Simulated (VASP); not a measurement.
AlN: relaxation of cell and atoms with PBEsol

The system is AlN.

```
Al N
1.0
     0.00000    2.18399    2.18399
     2.18399    0.00000    2.18399
     2.18399    2.18399    0.00000
Al N
1 1
Direct
  0.00000 0.00000 0.00000
  0.75000 0.75000 0.75000
```

| Property | Result |
| --- | --- |
| Program | VASP 6.6.1 |
| Task | relaxation of cell and atoms |
| Functional | PBEsol |
| Potentials or basis | VASP PAW PBE potentials, release 64 (Al, N) |
| Cutoff | 600 eV |
| k mesh | 8 × 8 × 8 |
| Occupations | gaussian, width 0.01 eV |
| Spin | no spin polarisation |
| Target pressure | 10 GPa |
| Dipole correction | no |
| Further INCAR settings | ALGO = Normal; EDIFF = 1e-06; IBRION = 2; EDIFFG = -0.005; NSW = 80; ISIF = 3 |

| Property | Result |
| --- | --- |
| Relaxed volume | 10.01 Å³/atom |
| Relaxed cell | a = 3.048 Å, b = 3.048 Å, c = 3.048 Å, α = 60.00°, β = 60.00°, γ = 60.00° |
| Space group after relaxing (to 0.05 Å) | F-43m (No. 216) |
| Energy change on relaxing (the enthalpy is what falls) | +13.7 meV/atom |
| Ionic steps | 6 |
| Pressure after relaxing | 10.0 GPa |
| Band gap on the k mesh | 3.20 eV, indirect (least direct gap 4.49 eV) |

Step by step:
```
step  energy change (eV)  largest force (eV/Å)  pressure (GPa)  volume (Å³)
   1              0.0000                0.0000            1.21        20.83
   2              0.1124                0.0000           21.67        19.16
   3              0.0271                0.0000            9.91        20.04
   4              0.0281                0.0000           10.12        20.02
   5              0.0269                0.0000            9.90        20.04
   6              0.0274                0.0000           10.00        20.03
```

Final structure:
```yaml
crystal:
  lattice:
    - [0.00000, 2.15549, 2.15549]
    - [2.15549, 0.00000, 2.15549]
    - [2.15549, 2.15549, 0.00000]
  atoms:
    - { symbol: Al, position: [0.00000, 0.00000, 0.00000] }
    - { symbol: N, position: [0.75000, 0.75000, 0.75000] }
```

Levels at points of the mesh, in eV from the valence-band top:
```
           k point  band 2  band 3  band 4  band 5  band 6  band 7
(0.00, 0.00, 0.00)    0.00    0.00    0.00    4.49   12.86   12.86
(0.50, 0.00, 0.00)   -6.08   -0.49   -0.49    7.64   10.04   11.28
(0.50, 0.50, 0.00)   -5.07   -1.83   -1.83    3.20    8.72   14.42
```

It took 9.9 s on 1 thread of Intel(R) Xeon(R) 6975P-C (Granite Rapids), on a shared host, peak memory 0.15 GiB.

Caveat: the cell is relaxed towards a set pressure, so the enthalpy falls and the energy may rise; the PAW data sets were made with another functional, which shifts forces and pressure a little. As with any semilocal functional, this PBEsol gap is likely too small.
